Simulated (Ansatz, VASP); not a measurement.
Two plane-wave programs on C

INCAR

```
SYSTEM = C
  ALGO = Normal
  EDIFF = 1E-7
  ENCUT = 520
  GGA = PE
  ISIF = 2
  ISMEAR = 0
  IVDW = 12
  LASPH = .TRUE.
  LCHARG = .FALSE.
  LREAL = .FALSE.
  LWAVE = .FALSE.
  NBANDS = 16
  NELM = 100
  PREC = Accurate
  SIGMA = 0.15
```

File KPOINTS:

```
k-points
0
G
  24 24 8
  0 0 0
```

File POSCAR:

```
C
1.0
    2.2677812922      0.0000000000      0.0000000000
   -1.1338906461      1.9639562093      0.0000000000
    0.0000000000      0.0000000000      6.1993580202
C
4
Direct
    0.0000000000      0.0000000000      0.0025000000
    0.0000000000      0.0000000000      0.5025000000
    0.3333333333      0.6666666667      0.0025000000
    0.6666666667      0.3333333333      0.5025000000
```

Input for Ansatz:

```yaml
crystal:
  lattice:
    - [2.2677812922, 0.0, 0.0]
    - [-1.1338906461, 1.9639562093, 0.0]
    - [0.0, 0.0, 6.1993580202]
  atoms:
    - { symbol: C, position: [0.0, 0.0, 0.0025] }
    - { symbol: C, position: [0.0, 0.0, 0.5025] }
    - { symbol: C, position: [0.3333333333, 0.6666666667, 0.0025] }
    - { symbol: C, position: [0.6666666667, 0.3333333333, 0.5025] }
basis:
  ecutwfc: 420
kpoints:
  mp_grid: { grid: [24, 24, 8] }
hamiltonian:
  xc: pbe
  dispersion: d3bj
scf:
  occupations: { method: gaussian, width: 0.15 }
output:
  forces: true
  stress: true
  eigenvalues: true
```

Change from the starting cell: strain -0.080 along x and y, -0.080 along z, atoms carried along.

Alike in both runs: task single point; functional PBE; dispersion D3(BJ); k mesh 24 × 24 × 8; occupations gaussian, width 0.15 eV; no spin polarisation.

|  | VASP | Ansatz |
| --- | --- | --- |
| version | VASP 6.6.1 | Ansatz 0.2.0 |
| potentials or method | VASP PAW PBE potentials, release 64 (C), cutoff 520 eV | scalar-relativistic, plane waves, PAW |
| valence electrons in the cell | 16 | 16 |

|  | VASP | Ansatz | Ansatz less VASP |
| --- | --- | --- | --- |
| gap on the k mesh at the Fermi level (eV) | none | none | - |
| pressure (GPa) | 107.3 | 106.9 | -0.42 |
| traceless stress, the component that is largest in VASP (GPa) | -103.14 | -102.58 | +0.564 |

A gap of «none» marks a metal or a gap that the smearing closes. Both programs put the cell under a high pressure, so it lies far from rest at this level.

Noted on VASP's run: the cell as given lies far from equilibrium.
